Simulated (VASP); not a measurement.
# Sn (Immm) in VASP: single point with HSE06

Aim: the single point of Sn with HSE06.

Program: VASP 6.6.1. These are calculated values, not measurements. Logs are shortened: lines on timing, memory, paths and dates and some standing lists are left out, and cuts for length are marked.

**1. The cell of the first run**

The structure is orthorhombic, space group Immm (No. 71). The conventional cell has a = 3.300 Å, b = 3.949 Å, c = 4.199 Å, α = 90.00°, β = 90.00°, γ = 90.00°. Within 4.3 Å of Sn (site symmetry mmm) lie 14 Sn at 3.30 to 4.20 Å.

**2. Single point, HSE06**

The input, POSCAR:

```
Sn
1.0
   -1.6500122703      1.9742518280      2.0995829255
    1.6500122703     -1.9742518280      2.0995829255
    1.6500122703      1.9742518280     -2.0995829255
Sn
1
Direct
    0.0000000000      0.0000000000      0.0000000000
```

The input, INCAR.step1:

```
ALGO     = Normal         # electronic algorithm
EDIFF    = 1E-5           # SCF threshold, eV
ENCUT    = 400            # plane-wave cutoff, eV
GGA      = PE             # functional
GGA_COMPAT= False        
ISIF     = 2              # what is computed and relaxed
ISMEAR   = -1             # smearing method
LASPH    = True           # aspherical terms in the spheres
LCHARG   = False          # write CHGCAR
LREAL    = False          # projectors in reciprocal space
LWAVE    = True           # write WAVECAR
NBANDS   = 13             # bands
NELM     = 120            # most SCF steps
PREC     = Accurate       # precision mode
SIGMA    = 0.05           # smearing width, eV
```

The input, INCAR.step2:

```
ALGO     = Normal         # electronic algorithm
EDIFF    = 1E-6           # SCF threshold, eV
ENCUT    = 400            # plane-wave cutoff, eV
GGA      = PE             # functional
GGA_COMPAT= False        
HFSCREEN = 0.2079         # screening, 1/A
ISIF     = 2              # what is computed and relaxed
ISMEAR   = -1             # smearing method
ISTART   = 1            
LASPH    = True           # aspherical terms in the spheres
LCHARG   = False          # write CHGCAR
LHFCALC  = True           # exact exchange
LREAL    = False          # projectors in reciprocal space
LWAVE    = False          # write WAVECAR
NBANDS   = 13             # bands
NELM     = 120            # most SCF steps
PREC     = Accurate       # precision mode
PRECFOCK = Normal       
SIGMA    = 0.05           # smearing width, eV
```

The input, KPOINTS:

```
k-points
0
Gamma
  6 6 6
```

Potentials or basis: VASP PAW PBE potentials, release 64 (Sn_d).

Started as:

```sh
cat potpaw_PBE.64/Sn_d/POTCAR > POTCAR
cp INCAR.step1 INCAR
mpirun -np 1 vasp_std > vasp.out
cp INCAR.step2 INCAR
mpirun -np 1 vasp_std > vasp.out
```

OUTCAR:

```text
EDIFF = 1E-6
   ENCUT = 400
   GGA = PE
   HFSCREEN = 0.2079
   ISIF = 2
   ISMEAR = -1
   ISTART = 1
   LASPH = True
   LHFCALC = True
   LREAL = False
   NELM = 120
   PREC = Accurate
   PRECFOCK = Normal

 ion  position               nearest neighbor table
   1  0.000  0.000  0.000-

  LATTYP: Found a body centered orthorhombic cell.
 ALAT       =     3.3000245406
 B/A-ratio  =     1.1965073615
 C/A-ratio  =     1.2724650376

  Lattice vectors:

 A1 = (  -1.6500122703,   1.9742518280,   2.0995829255)
 A2 = (   1.6500122703,  -1.9742518280,   2.0995829255)
 A3 = (   1.6500122703,   1.9742518280,  -2.0995829255)

Analysis of symmetry for initial positions (statically):
=====================================================================
 Subroutine PRICEL returns:
 Original cell was already a primitive cell.

 Routine SETGRP: Setting up the symmetry group for a
 body centered orthorhombic supercell.

 Subroutine GETGRP returns: Found  8 space group operations
 (whereof  8 operations were pure point group operations)
 out of a pool of  8 trial point group operations.

The static configuration has the point symmetry D_2h.

Analysis of symmetry for dynamics (positions and initial velocities):
=====================================================================
 Subroutine PRICEL returns:
 Original cell was already a primitive cell.

 Routine SETGRP: Setting up the symmetry group for a
 body centered orthorhombic supercell.

 Subroutine GETGRP returns: Found  8 space group operations
 (whereof  8 operations were pure point group operations)
 out of a pool of  8 trial point group operations.

The dynamic configuration has the point symmetry D_2h.

 Subroutine INISYM returns: Found  8 space group operations
 (whereof  8 operations are pure point group operations),
 and found     1 'primitive' translations

----------------------------------------------------------------------------------------

                                     Primitive cell

  volume of cell :      27.3579

  direct lattice vectors                    reciprocal lattice vectors
    -1.650012270  1.974251828  2.099582926     0.000000000  0.253260497  0.238142535
     1.650012270 -1.974251828  2.099582926     0.303028050  0.000000000  0.238142535
     1.650012270  1.974251828 -2.099582926     0.303028050  0.253260497  0.000000000

  length of vectors
     3.320912410  3.320912410  3.320912410     0.347638816  0.385406105  0.394926421

  position of ions in fractional coordinates (direct lattice)
     0.000000000  0.000000000  0.000000000

  ion indices of the primitive-cell ions
   primitive index   ion index
                 1           1

----------------------------------------------------------------------------------------

 KPOINTS: k-points

Automatic generation of k-mesh.
 Grid dimensions read from file:
 generate k-points for:    6    6    6

 Generating k-lattice:

  Cartesian coordinates                     Fractional coordinates (reciprocal lattice)
     0.000000000  0.042210083  0.039690422     0.166666667  0.000000000  0.000000000
     0.050504675  0.000000000  0.039690422     0.000000000  0.166666667  0.000000000
     0.050504675  0.042210083  0.000000000     0.000000000  0.000000000  0.166666667

  Length of vectors
     0.057939803  0.064234351  0.065821070

  Shift w.r.t. Gamma in fractional coordinates (k-lattice)
     0.000000000  0.000000000  0.000000000

 Subroutine IBZKPT returns following result:
 ===========================================

 Found     46 irreducible k-points:

 Following reciprocal coordinates:
            Coordinates               Weight
  0.000000  0.000000  0.000000      1.000000
  0.166667  0.000000 -0.000000      4.000000
  0.333333  0.000000  0.000000      4.000000
  0.500000  0.000000 -0.000000      2.000000
  0.000000  0.166667 -0.000000      4.000000
  0.166667  0.166667 -0.000000      8.000000
[... 16 lines left out ...]
 -0.166667  0.166667  0.166667      2.000000
  0.166667  0.333333  0.166667      4.000000
 [... further k-points ...]
   k-points           NKPTS =     46   k-points in BZ     NKDIM =    216   number of bands    NBANDS=     13
   number of dos      NEDOS =    301   number of ions     NIONS =      1
   total plane-waves  NPLWV =  13824
   dimension x,y,z NGX =    24 NGY =   24 NGZ =   24
   dimension x,y,z NGXF=    48 NGYF=   48 NGZF=   48
   ions per type =               1
   NGX,Y,Z   is equivalent  to a cutoff of  12.01, 12.01, 12.01 a.u.
   NGXF,Y,Z  is equivalent  to a cutoff of  24.03, 24.03, 24.03 a.u.
 SYSTEM =  unknown system
   PREC   = accura    normal or accurate (medium, high low for compatibility)
   ISTART =      1    job   : 0-new  1-cont  2-samecut
   ICHARG =      0    charge: 1-file 2-atom 10-const
   ISPIN  =      1    spin polarized calculation?
   LNONCOLLINEAR =      F non collinear calculations
   LSORBIT =      F    spin-orbit coupling
   LASPH  =      T    aspherical Exc in radial PAW
   ENCUT  =  400.0 eV  29.40 Ry    5.42 a.u.   5.42  5.42  5.42*2*pi/ulx,y,z
   NELM   =    120;   NELMIN=  2; NELMDL=  0     # of ELM steps
   EDIFF  = 0.1E-05   stopping-criterion for ELM
   LREAL  =      F    real-space projection
   EDIFFG = 0.1E-04   stopping-criterion for IOM
   NSW    =      0    number of steps for IOM
   IBRION =     -1    ionic relax: 0-MD 1-quasi-New 2-CG
   NFREE  =      0    steps in history (QN), initial steepest desc. (CG)
   ISIF   =      2    stress and relaxation
   ISYM   =      3    0-nonsym 1-usesym 2-fastsym
   POTIM  = 0.5000    time-step for ionic-motion
   TEBEG  =    0.0;   TEEND  =   0.0 temperature during run
   PSTRESS=    0.0 pullay stress
   NELECT =      14.0000    total number of electrons
   NUPDOWN=      -1.0000    fix difference up-down
   EMIN   =  10.00;   EMAX   =-10.00  energy-range for DOS
   EFERMI =   0.00;   METHOD = LEGACY
   ISMEAR =    -1;   SIGMA  =   0.05  broadening in eV -4-tet -1-fermi 0-gaus
   EFERMI_NEDOS =   21; number of points for ismear=-14 and -15
   IALGO  =     38    algorithm
   IMIX   =      1    mixing-type and parameters
     AMIX     =   0.40;   BMIX     =  1.00
     AMIX_MAG =   1.60;   BMIX_MAG =  1.00
  volume/ion in A,a.u.               =      27.36       184.62
  Fermi-wavevector in a.u.,A,eV,Ry     =   1.309453  2.474507 23.329464  1.714667
  Thomas-Fermi vector in A             =   2.440051
   LORBIT       =      0    0 simple, 1 ext, 2 COOP (PROOUT), +10 PAW based schemes
   GGA     = PE    functional components
   LHFCALC =     T    Hartree Fock is set to
   PRECFOCK=normal    Normal, Fast or Accurate (Low or Medium for compatibility)
   ENCUT4O =  -1.0   cutoff for four orbital integrals eV
   NKREDX  =     1    reduce k-point grid by
   NKREDY  =     1    reduce k-point grid by
   NKREDZ  =     1    reduce k-point grid by
   AEXX    =    0.2500 exact exchange contribution
   HFSCREEN=    0.2079 screening length (either q_TF or 0.3 A-1)
   HFSCREENC=   0.2079 screening length for correlation (either q_TF or 0.3 A-1)
   ENCUTFOCK=  -1.0 apply spherical cutoff to Coloumb kernel
   IVDW    =     0    specifies the selected vdW correction
   LEPSILON=     F    determine dielectric tensor
   LRPA    =     F    only Hartree local field effects (RPA)
 non-spin polarized calculation
  energy-cutoff  :      400.00
  volume of cell :       27.36
 maximum number of plane-waves:       517
 NGX is ok and might be reduce to    24
  NGX = 18; NGY = 18; NGZ = 18

 number of electron      14.0000007 magnetization

 Free energy of the ion-electron system (eV)
  ---------------------------------------------------
  ext. energy  EPLUGINS =         0.00000000
  ---------------------------------------------------
  free energy    TOTEN  =        -4.31311742 eV

  energy without entropy =       -4.31064747  energy(sigma->0) =       -4.31188245

 E-fermi :   8.2927     XC(G=0):  -8.5499

 val. band max:        8.2612371390   @ k =   0.3333   0.3333   0.1667
 cond. band min:       8.5728330231   @ k =   0.1667   0.3333  -0.0000
 fundamental gap:      0.3115958840
 Fermi energy:         8.2927137701

 k-point     1 :       0.0000    0.0000    0.0000
  band No.  band energies     occupation
      1     -15.9627      2.00000
      2     -15.8893      2.00000
      3     -15.8880      2.00000
      4     -15.8724      2.00000
      5     -15.7656      2.00000
      6      -4.4982      2.00000
      7      15.3288      0.00000
      8      15.4819      0.00000
      9      18.2987      0.00000
     10      18.7843      0.00000
     11      19.9525      0.00000
     12      20.9436      0.00000
     13      21.9430      0.00000

 k-point     2 :       0.1667    0.0000   -0.0000
  band No.  band energies     occupation
      1     -15.9372      2.00000
      2     -15.8997      2.00000
      3     -15.8869      2.00000
      4     -15.8410      2.00000
      5     -15.7770      2.00000
      6      -3.9185      2.00000
      7      10.9671      0.00000
      8      15.7643      0.00000
      9      16.9089      0.00000
     10      19.6922      0.00000
     11      19.9962      0.00000
     12      20.7484      0.00000
     13      21.3979      0.00000

 k-point     3 :       0.3333    0.0000    0.0000
  band No.  band energies     occupation
      1     -15.9282      2.00000
      2     -15.8981      2.00000
      3     -15.8813      2.00000
      4     -15.7984      2.00000
      5     -15.7641      2.00000
      6      -2.1979      2.00000
      7       5.7888      2.00000
      8      15.2154      0.00000
      9      16.3815      0.00000
     10      19.4408      0.00000
     11      19.6139      0.00000
     12      20.1427      0.00000
     13      21.2508      0.00000

 k-point     4 :       0.5000    0.0000   -0.0000
  band No.  band energies     occupation
      1     -15.9397      2.00000
      2     -15.9040      2.00000
      3     -15.8590      2.00000
      4     -15.8070      2.00000
      5     -15.7249      2.00000
      6      -0.2320      2.00000
      7       2.5814      2.00000
      8      14.5749      0.00000
      9      16.5173      0.00000
     10      19.2043      0.00000
     11      19.7273      0.00000
     12      20.1394      0.00000
     13      22.7060      0.00000

 k-point     5 :       0.0000    0.1667   -0.0000
  band No.  band energies     occupation
      1     -15.9446      2.00000
      2     -15.8932      2.00000
      3     -15.8581      2.00000
      4     -15.8508      2.00000
      5     -15.7806      2.00000
      6      -3.7724      2.00000
      7      13.3954      0.00000
      8      13.9067      0.00000
      9      14.9713      0.00000
     10      18.8227      0.00000
     11      19.0552      0.00000
     12      21.3297      0.00000
     13      21.3656      0.00000
[... 257 lines left out ...]
 k-point    22 :       0.3333    0.1667    0.1667
  band No.  band energies     occupation
      1     -15.9104      2.00000
      2     -15.8533      2.00000
      3     -15.8234      2.00000
      4     -15.8077      2.00000
      5     -15.7936      2.00000
      6       1.3812      2.00000
      7       4.5735      2.00000
      8       7.6552      1.99999
      9      10.0626      0.00000
     10      21.5428      0.00000
     11      23.7926      0.00000
     12      24.3582      0.00000
     13      26.0174      0.00000

 k-point    23 :      -0.1667    0.1667    0.1667
  band No.  band energies     occupation
      1     -15.8981      2.00000
      2     -15.8942      2.00000
      3     -15.8869      2.00000
      4     -15.8020      2.00000
      5     -15.7817      2.00000
      6      -2.6758      2.00000
      7      11.7506      0.00000
      8      12.7562      0.00000
      9      13.5666      0.00000
     10      17.0289      0.00000
     11      18.8010      0.00000
     12      18.9554      0.00000
     13      19.9335      0.00000

 k-point    24 :       0.1667    0.3333    0.1667
  band No.  band energies     occupation
      1     -15.9280      2.00000
      2     -15.8942      2.00000
      3     -15.8086      2.00000
      4     -15.7966      2.00000
      5     -15.7460      2.00000
      6       2.2088      2.00000
      7       4.4209      2.00000
      8       7.8211      1.99984
      9       8.6793      0.00088
     10      21.7096      0.00000
     11      22.2406      0.00000
     12      23.3586      0.00000
     13      24.6168      0.00000

 [... further k-points ...]
[... 5 lines left out ...]
  --------------------------------------------------------------------------------------
  -------------------------------------------------------------------------------------
  Total       -0.0122600     -0.0113725     -0.0129746      0.0000000      0.0000000      0.0000000
  in kB       -0.7179875     -0.6660168     -0.7598415      0.0000000      0.0000000      0.0000000
  external PRESSURE =      -0.7146153 kB  Pullay stress =       0.0000000 kB

 VOLUME and BASIS-vectors are now :
 -----------------------------------------------------------------------------
  energy-cutoff  :      400.00
  volume of cell :       27.36
      direct lattice vectors                 reciprocal lattice vectors
    -1.650012270  1.974251828  2.099582926     0.000000000  0.253260497  0.238142535
     1.650012270 -1.974251828  2.099582926     0.303028050  0.000000000  0.238142535
     1.650012270  1.974251828 -2.099582926     0.303028050  0.253260497  0.000000000

 POSITION                                       TOTAL-FORCE (eV/Angst)
 -----------------------------------------------------------------------------------
      0.00000      0.00000      0.00000        -0.000000      0.000000      0.000000
 -----------------------------------------------------------------------------------
    total drift:                                0.000002      0.000002     -0.000001

  FREE ENERGIE OF THE ION-ELECTRON SYSTEM (eV)
  ---------------------------------------------------
  free  energy   TOTEN  =        -4.3131174202 eV

  energy  without entropy=       -4.3106474725  energy(sigma->0) =       -4.31188245
```

Run time: 54 min. Hardware: 1 thread of AMD EPYC 7R13 (Zen 3), shared host; peak memory 0.21 GiB.

What came out:

| Quantity | Value |
| --- | --- |
| Free energy | -4.3131 eV |
| Pressure | -0.1 GPa |
| Band gap on the k mesh | zero (bands 7 and 8 overlap by 9.53 eV) |

Caveat: the k points lie up to 0.40 Å⁻¹ apart, too coarse for converged energies and pressures of a metal; the PAW data sets were made with another functional, which shifts forces and pressure a little; spin-orbit coupling is left out, which moves the levels of the heavy elements.

The gap in the log of VASP goes by the Fermi energy; the results here count the filled bands.